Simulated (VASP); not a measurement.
# CuO (Cc) in VASP: single point with PBE+U

Aim: the single point of CuO with PBE+U.

Program: VASP 6.6.1. These are calculated values, not measurements. Logs are shortened: lines on timing, memory, paths and dates and some standing lists are left out, and cuts for length are marked.

## (1) The cell of the first run

It takes space group Cc (No. 9, monoclinic). The conventional cell has a = 4.689 Å, b = 3.427 Å, c = 5.132 Å, α = 90.00°, β = 99.65°, γ = 90.00°. Cu (site symmetry 1) has 4 O at 1.91 to 2.02 Å within 2.5 Å. Within 2.5 Å of O (site symmetry 1) lie 4 Cu at 1.91 to 2.02 Å.

## (2) Single point, PBE+U, collinear spin, ferromagnetic start

INCAR reads:

```
PREC = Accurate
ENCUT = 520
EDIFF = 1E-7
ISMEAR = 0
SIGMA = 0.05
LREAL = False
LASPH = True
NELM = 150
ALGO = Normal
ISIF = 2
LWAVE = False
LCHARG = False
ISPIN = 2
MAGMOM = 1 1 0 0
LORBIT = 11
LMAXMIX = 4
LDAU = True
LDAUTYPE = 2
LDAUL = 2 -1
LDAUU = 3 0
LDAUJ = 0 0
LDAUPRINT = 1
GGA = PE
NBANDS = 29
```

KPOINTS reads:

```
regular mesh
0
Gamma
  7 7 4
```

POSCAR reads:

```
CuO
1.0
    2.3446497600     -1.7133998200      0.0000000000
    2.3446497600      1.7133998200      0.0000000000
   -0.8605499100      0.0000000000      5.0594394800
Cu O
2 2
Direct
    0.0032000000      0.4968000000      0.0000000000
    0.4968000000      0.0032000000      0.5000000000
    0.5714000000      0.4056000000      0.2537000000
    0.4056000000      0.5714000000      0.7537000000
```

Potentials or basis: VASP PAW PBE potentials, release 64 (Cu, O).

Launch:

```bash
cat potpaw_PBE.64/Cu/POTCAR potpaw_PBE.64/O/POTCAR > POTCAR
mpirun -np 1 vasp_std > vasp.out
```

OUTCAR:

```text
PREC = Accurate
   ENCUT = 520
   EDIFF = 1E-7
   ISMEAR = 0
   LREAL = False
   LASPH = True
   NELM = 150
   ISIF = 2
   ISPIN = 2
   LORBIT = 11
   GGA = PE

 ion  position               nearest neighbor table
   1  0.003  0.497  0.000-   4 1.91   3 1.93   4 1.98   3 2.02
   2  0.497  0.003  0.500-   3 1.91   4 1.93   3 1.98   4 2.02
   3  0.571  0.406  0.254-   2 1.91   1 1.93   2 1.98   1 2.02
   4  0.406  0.571  0.754-   1 1.91   2 1.93   1 1.98   2 2.02

  LATTYP: Found a base centered monoclinic cell.
 ALAT       =     4.6892995200
 B/A-ratio  =     0.7307700490
 C/A-ratio  =     1.0944283419
 COS(beta)  =    -0.1676798045

  Lattice vectors:

 A1 = (   2.3446497600,  -1.7133998200,   0.0000000000)
 A2 = (   2.3446497600,   1.7133998200,   0.0000000000)
 A3 = (  -0.8605499100,   0.0000000000,   5.0594394800)

Analysis of symmetry for initial positions (statically):
=====================================================================
 Subroutine PRICEL returns:
 Original cell was already a primitive cell.

 Routine SETGRP: Setting up the symmetry group for a
 base centered monoclinic supercell.

 Subroutine GETGRP returns: Found  2 space group operations
 (whereof  1 operations were pure point group operations)
 out of a pool of  4 trial point group operations.

The static configuration has the point symmetry C_1 .
 The point group associated with its full space group is C_1h.

Analysis of symmetry for dynamics (positions and initial velocities):
=====================================================================
 Subroutine PRICEL returns:
 Original cell was already a primitive cell.

 Routine SETGRP: Setting up the symmetry group for a
 base centered monoclinic supercell.

 Subroutine GETGRP returns: Found  2 space group operations
 (whereof  1 operations were pure point group operations)
 out of a pool of  4 trial point group operations.

The dynamic configuration has the point symmetry C_1 .
 The point group associated with its full space group is C_1h.

Analysis of structural, dynamic, and magnetic symmetry:
=====================================================================
 Subroutine PRICEL returns:
 Original cell was already a primitive cell.

 Routine SETGRP: Setting up the symmetry group for a
 base centered monoclinic supercell.

 Subroutine GETGRP returns: Found  2 space group operations
 (whereof  1 operations were pure point group operations)
 out of a pool of  4 trial point group operations.

The overall configuration has the point symmetry C_1 .
 The point group associated with its full space group is C_1h.

 Subroutine INISYM returns: Found  2 space group operations
 (whereof  1 operations are pure point group operations),
 and found     1 'primitive' translations

----------------------------------------------------------------------------------------

                                     Primitive cell

  volume of cell :      40.6508

  direct lattice vectors                    reciprocal lattice vectors
     2.344649760 -1.713399820  0.000000000     0.213251467 -0.291817470  0.036271514
     2.344649760  1.713399820  0.000000000     0.213251467  0.291817470  0.036271514
    -0.860549910  0.000000000  5.059439480     0.000000000  0.000000000  0.197650353

  length of vectors
     2.903983719  2.903983719  5.132102298     0.363248188  0.363248188  0.197650353

  position of ions in fractional coordinates (direct lattice)
     0.003200000  0.496800000  0.000000000
     0.496800000  0.003200000  0.500000000
     0.571400000  0.405600000  0.253700000
     0.405600000  0.571400000  0.753700000

  ion indices of the primitive-cell ions
   primitive index   ion index
                 1           1
                 2           2
                 3           3
                 4           4

----------------------------------------------------------------------------------------

 KPOINTS: regular mesh

[... 81 lines left out ...]
   EFERMI =   0.00;   METHOD = LEGACY
   ISMEAR =     0;   SIGMA  =   0.05  broadening in eV -4-tet -1-fermi 0-gaus
   EFERMI_NEDOS =   21; number of points for ismear=-14 and -15
   IALGO  =     38    algorithm
   IMIX   =      4    mixing-type and parameters
     AMIX     =   0.40;   BMIX     =  1.00
     AMIX_MAG =   1.60;   BMIX_MAG =  1.00
  volume/ion in A,a.u.               =      10.16        68.58
  Fermi-wavevector in a.u.,A,eV,Ry     =   1.542451  2.914810 32.370379  2.379156
  Thomas-Fermi vector in A             =   2.648254
   LORBIT       =     11    0 simple, 1 ext, 2 COOP (PROOUT), +10 PAW based schemes
 LDA+U is selected, type is set to LDAUTYPE =  2
   angular momentum for each species LDAUL =     2   -1
   U (eV)           for each species LDAUU =   3.0  0.0
   J (eV)           for each species LDAUJ =   0.0  0.0
   GGA     = PE    functional components
   LHFCALC =     F    Hartree Fock is set to
   AEXX    =    0.0000 exact exchange contribution
   IVDW    =     0    specifies the selected vdW correction
   LEPSILON=     F    determine dielectric tensor
   LRPA    =     F    only Hartree local field effects (RPA)
 spin polarized calculation
 Gauss-broadening in eV      SIGMA  =   0.05
  energy-cutoff  :      520.00
  volume of cell :       40.65
 maximum number of plane-waves:      1129
 NGX is ok and might be reduce to    24
   NGX = 11   NGY = 11   NGZ = 19

atom =   1  type =  1  l = 2

 onsite density matrix

spin component  1

  0.9610 -0.0005  0.0082 -0.0066  0.0019
 -0.0005  0.9866 -0.0004 -0.0223  0.0072
  0.0082 -0.0004  0.9725  0.0010 -0.0016
 -0.0066 -0.0223  0.0010  1.0006 -0.0096
  0.0019  0.0072 -0.0016 -0.0096  0.9747

spin component  2

  0.9442 -0.0391  0.0111  0.0452 -0.0153
 -0.0391  0.7991  0.0035  0.2317 -0.0775
  0.0111  0.0035  0.9662 -0.0042 -0.0003
  0.0452  0.2317 -0.0042  0.6331  0.1110
 -0.0153 -0.0775 -0.0003  0.1110  0.9242

 occupancies and eigenvectors

  o =  0.4253  v =  0.0000  0.0000  0.0000  0.0000  0.0000 -0.1178 -0.5520  0.0119  0.7822 -0.2635      0.0000  0.0000  0.0000  0.0000  0.0000  0.0000  0.0000  0.0000  0.0000  0.0000
  o =  0.9442  v =  0.0000  0.0000  0.0000  0.0000  0.0000  0.8477  0.1967 -0.4168  0.2305 -0.1255      0.0000  0.0000  0.0000  0.0000  0.0000  0.0000  0.0000  0.0000  0.0000  0.0000
  o =  0.9551  v =  0.8630  0.1703 -0.4232  0.2012 -0.0813  0.0000  0.0000  0.0000  0.0000  0.0000      0.0000  0.0000  0.0000  0.0000  0.0000  0.0000  0.0000  0.0000  0.0000  0.0000
  o =  0.9615  v =  0.0000  0.0000  0.0000  0.0000  0.0000  0.1080 -0.0257  0.0980  0.3127  0.9382      0.0000  0.0000  0.0000  0.0000  0.0000  0.0000  0.0000  0.0000  0.0000  0.0000
  o =  0.9633  v =  0.0000  0.0000  0.0000  0.0000  0.0000 -0.1590  0.7799  0.3503  0.4694 -0.1533      0.0000  0.0000  0.0000  0.0000  0.0000  0.0000  0.0000  0.0000  0.0000  0.0000
  o =  0.9707  v = -0.0469  0.6284  0.3534  0.5705  0.3906  0.0000  0.0000  0.0000  0.0000  0.0000      0.0000  0.0000  0.0000  0.0000  0.0000  0.0000  0.0000  0.0000  0.0000  0.0000
  o =  0.9716  v = -0.1538  0.4656  0.0570  0.0342 -0.8690  0.0000  0.0000  0.0000  0.0000  0.0000      0.0000  0.0000  0.0000  0.0000  0.0000  0.0000  0.0000  0.0000  0.0000  0.0000
  o =  0.9724  v =  0.0000  0.0000  0.0000  0.0000  0.0000  0.4801 -0.2186  0.8330 -0.1300 -0.1050      0.0000  0.0000  0.0000  0.0000  0.0000  0.0000  0.0000  0.0000  0.0000  0.0000
  o =  0.9772  v =  0.4708 -0.2022  0.8322 -0.1560 -0.1433  0.0000  0.0000  0.0000  0.0000  0.0000      0.0000  0.0000  0.0000  0.0000  0.0000  0.0000  0.0000  0.0000  0.0000  0.0000
  o =  1.0206  v = -0.0874 -0.5643  0.0146  0.7801 -0.2552  0.0000  0.0000  0.0000  0.0000  0.0000      0.0000  0.0000  0.0000  0.0000  0.0000  0.0000  0.0000  0.0000  0.0000  0.0000

atom =   2  type =  1  l = 2

 onsite density matrix

spin component  1

  0.9610 -0.0005 -0.0082  0.0066 -0.0019
 -0.0005  0.9866  0.0004  0.0223 -0.0072
 -0.0082  0.0004  0.9725  0.0010 -0.0016
  0.0066  0.0223  0.0010  1.0006 -0.0096
 -0.0019 -0.0072 -0.0016 -0.0096  0.9747

spin component  2

  0.9442 -0.0391 -0.0111 -0.0452  0.0153
 -0.0391  0.7991 -0.0035 -0.2317  0.0775
 -0.0111 -0.0035  0.9662 -0.0042 -0.0003
 -0.0452 -0.2317 -0.0042  0.6331  0.1110
  0.0153  0.0775 -0.0003  0.1110  0.9242

 occupancies and eigenvectors

  o =  0.4253  v =  0.0000  0.0000  0.0000  0.0000  0.0000  0.1178  0.5520  0.0119  0.7822 -0.2635      0.0000  0.0000  0.0000  0.0000  0.0000  0.0000  0.0000  0.0000  0.0000  0.0000
  o =  0.9442  v =  0.0000  0.0000  0.0000  0.0000  0.0000 -0.8477 -0.1967 -0.4168  0.2305 -0.1255      0.0000  0.0000  0.0000  0.0000  0.0000  0.0000  0.0000  0.0000  0.0000  0.0000
  o =  0.9551  v =  0.8630  0.1703  0.4232 -0.2012  0.0813  0.0000  0.0000  0.0000  0.0000  0.0000      0.0000  0.0000  0.0000  0.0000  0.0000  0.0000  0.0000  0.0000  0.0000  0.0000
  o =  0.9615  v =  0.0000  0.0000  0.0000  0.0000  0.0000 -0.1080  0.0257  0.0980  0.3127  0.9382      0.0000  0.0000  0.0000  0.0000  0.0000  0.0000  0.0000  0.0000  0.0000  0.0000
  o =  0.9633  v =  0.0000  0.0000  0.0000  0.0000  0.0000  0.1590 -0.7799  0.3503  0.4694 -0.1533      0.0000  0.0000  0.0000  0.0000  0.0000  0.0000  0.0000  0.0000  0.0000  0.0000
  o =  0.9707  v =  0.0469 -0.6284  0.3534  0.5705  0.3906  0.0000  0.0000  0.0000  0.0000  0.0000      0.0000  0.0000  0.0000  0.0000  0.0000  0.0000  0.0000  0.0000  0.0000  0.0000
  o =  0.9716  v = -0.1538  0.4656 -0.0570 -0.0342  0.8690  0.0000  0.0000  0.0000  0.0000  0.0000      0.0000  0.0000  0.0000  0.0000  0.0000  0.0000  0.0000  0.0000  0.0000  0.0000
  o =  0.9724  v =  0.0000  0.0000  0.0000  0.0000  0.0000 -0.4801  0.2186  0.8330 -0.1300 -0.1050      0.0000  0.0000  0.0000  0.0000  0.0000  0.0000  0.0000  0.0000  0.0000  0.0000
  o =  0.9772  v = -0.4708  0.2022  0.8322 -0.1560 -0.1433  0.0000  0.0000  0.0000  0.0000  0.0000      0.0000  0.0000  0.0000  0.0000  0.0000  0.0000  0.0000  0.0000  0.0000  0.0000
  o =  1.0206  v =  0.0874  0.5643  0.0146  0.7801 -0.2552  0.0000  0.0000  0.0000  0.0000  0.0000      0.0000  0.0000  0.0000  0.0000  0.0000  0.0000  0.0000  0.0000  0.0000  0.0000

 number of electron      33.9999999 magnetization       1.9490521

 Free energy of the ion-electron system (eV)
  ---------------------------------------------------
  ext. energy  EPLUGINS =         0.00000000
  ---------------------------------------------------
  free energy    TOTEN  =       -17.54981851 eV

  energy without entropy =      -17.54918114  energy(sigma->0) =      -17.54949983

 E-fermi :   5.3804     XC(G=0): -11.8583

 val. band max:        5.3756838509   @ k =  -0.4286  -0.4286   0.2500
 cond. band min:       5.4011174310   @ k =  -0.4286   0.2857  -0.0000
 fundamental gap:      0.0254335801
 Fermi energy:         5.3804339422

 spin component 1

 k-point     1 :       0.0000    0.0000    0.0000
  band No.  band energies     occupation
      1     -14.2546      1.00000
      2     -12.9258      1.00000
      3      -2.7480      1.00000
      4      -1.2960      1.00000
      5      -0.9241      1.00000
      6       0.7956      1.00000
[... 1529 lines left out ...]
     28      23.8553      0.00000
     29      25.7458      0.00000

 [... further k-points ...]
[... 5 lines left out ...]
  --------------------------------------------------------------------------------------
  -------------------------------------------------------------------------------------
  Total        1.2257535      1.5104845      1.5229466      0.0000000      0.0000000     -0.0506021
  in kB       48.3108451     59.5329993     60.0241679      0.0000000      0.0000000     -1.9943907
  external PRESSURE =      55.9560041 kB  Pullay stress =       0.0000000 kB

 VOLUME and BASIS-vectors are now :
 -----------------------------------------------------------------------------
  energy-cutoff  :      520.00
  volume of cell :       40.65
      direct lattice vectors                 reciprocal lattice vectors
     2.344649760 -1.713399820  0.000000000     0.213251467 -0.291817470  0.036271514
     2.344649760  1.713399820  0.000000000     0.213251467  0.291817470  0.036271514
    -0.860549910  0.000000000  5.059439480     0.000000000  0.000000000  0.197650353

 POSITION                                       TOTAL-FORCE (eV/Angst)
 -----------------------------------------------------------------------------------
      1.17232      0.84573      0.00000        -0.696737      0.303983      0.292918
      0.74205     -0.84573      2.52972        -0.696737     -0.303983      0.292918
      2.07240     -0.28408      1.28358         0.696737      0.128635     -0.292918
      1.64213      0.28408      3.81330         0.696737     -0.128635     -0.292918
 -----------------------------------------------------------------------------------
    total drift:                               -0.000121      0.000000     -0.000497

  FREE ENERGIE OF THE ION-ELECTRON SYSTEM (eV)
  ---------------------------------------------------
  free  energy   TOTEN  =       -17.5498185093 eV

  energy  without entropy=      -17.5491811426  energy(sigma->0) =      -17.54949983

 total charge

# of ion       s       p       d       tot
------------------------------------------
    1        0.378   0.389   9.141   9.908
    2        0.378   0.389   9.141   9.908
    3        1.560   3.432   0.000   4.991
    4        1.560   3.432   0.000   4.991
--------------------------------------------------
tot          3.875   7.641  18.283  29.799

 magnetization (x)

# of ion       s       p       d       tot
------------------------------------------
    1       -0.003   0.004   0.629   0.629
    2       -0.003   0.004   0.629   0.629
    3        0.019   0.284   0.000   0.304
    4        0.019   0.284   0.000   0.304
--------------------------------------------------
tot          0.032   0.577   1.258   1.866
```

It took 2.4 min on 1 thread of AMD EPYC 7R13 (Zen 3), shared host; peak memory 0.21 GiB.

Results:

- Free energy: -17.5498 eV
- Pressure: 5.6 GPa
- Largest force: 0.815 eV/Å
- Net moment: 1.95 μB per cell
- Site moments: Cu +0.63; O +0.30 μB
- Valence electrons inside the program's atomic spheres: Cu 9.91; O 4.99

Forces in eV/Å, atoms in the order of the input:
```
Cu  -0.697  0.304  0.293
Cu  -0.697 -0.304  0.293
O    0.697  0.129 -0.293
O    0.697 -0.129 -0.293
```

Levels at points of the mesh, in eV from the Fermi level:
Spin up:
```csv
k point,band 14,band 15,band 16,band 17,band 18,band 19,band 20,band 21,band 22,band 23
"(0.00, 0.00, 0.00)",-2.72,-2.64,-2.33,-0.49,0.09,1.71,6.36,8.25,13.65,15.61
"(0.00, 0.00, 0.50)",-3.16,-1.90,-1.90,-0.58,-0.58,4.02,4.02,11.87,11.87,14.48
```
Spin down:
| k point | band 13 | band 14 | band 15 | band 16 | band 17 | band 18 | band 19 | band 20 |
| --- | --- | --- | --- | --- | --- | --- | --- | --- |
| (0.00, 0.00, 0.00) | -2.41 | -2.19 | -2.17 | -1.71 | 1.18 | 1.99 | 2.00 | 6.48 |
| (0.00, 0.00, 0.50) | -2.76 | -2.76 | -1.37 | -1.37 | 1.39 | 1.39 | 4.33 | 4.33 |

Eigenvalues of the final occupation matrices:
```tsv
site	spin	trace	eigenvalues
site 1 d	1	4.90	0.96 0.97 0.97 0.98 1.02
site 1 d	2	4.27	0.43 0.94 0.96 0.96 0.97
site 2 d	1	4.90	0.96 0.97 0.97 0.98 1.02
site 2 d	2	4.27	0.43 0.94 0.96 0.96 0.97
```
